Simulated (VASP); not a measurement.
The system is SrCl2.

```
Sr Cl
1.0
     0.00000    3.49772    3.49772
     3.41028    0.00000    3.49772
     3.41028    3.49772    0.00000
Sr Cl
1 2
Direct
  0.00000 0.00000 0.00000
  0.25000 0.25000 0.25000
  0.75000 0.75000 0.75000
```

This cell differs from its parent crystal: uniaxial x strain -2.5%.

Base run:

```yaml
Program: VASP 6.6.1
Functional: r2SCAN
Potentials_or_basis: VASP PAW PBE potentials, release 64 (Sr_sv, Cl)
Cutoff: 520 eV
k_mesh: 6 × 6 × 6
Occupations: gaussian, width 0.01 eV
Spin: no spin polarisation
```

Its results: band gap on the k mesh 5.86 eV; pressure 1.0 GPa.

The run is repeated on the same cell with these changes: functional from r2SCAN to PBE; occupations from gaussian, width 0.01 eV to fermi-dirac, width 0.02 eV. What comes out?

Band gap on the k mesh 5.27 eV (least direct gap 5.39 eV); pressure 1.8 GPa.

Caveats: the PAW data sets were made with another functional, which shifts forces and pressure a little (at least some runs).

A k mesh can miss the band edges.
